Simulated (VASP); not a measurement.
Here is a VASP 6.6.1 calculation.

Contents of INCAR:

```
SYSTEM = Nb
PREC = Accurate ; ENCUT = 520
EDIFF = 1E-7 ; ISMEAR = 0
SIGMA = 0.15 ; LREAL = .False.
LASPH = .True. ; NELM = 80
ALGO = Fast ; ISIF = 2
LWAVE = .False. ; LCHARG = .False.
GGA = CA ; NBANDS = 12
```

File KPOINTS:

```
regular mesh
0
Gamma
  22 22 22
  0 0 0
```

The input POSCAR:

```
Nb
1.0
    0.0000000000      1.9378905918      2.5192577693
    1.9378905918      0.0000000000      2.5192577693
    1.9378905918      1.9378905918      0.0000000000
Nb
1
Direct
    0.0000000000      0.0000000000      0.0000000000
```

Potentials or basis: VASP PAW LDA potentials, release 64 (Nb_sv).

The run is started by

```sh
$ cat potpaw_LDA.64/Nb_sv/POTCAR > POTCAR
$ mpirun -np 1 vasp_std > vasp.out
```

(1) Predict the pressure.

Results:

(1) -12.8 GPa.
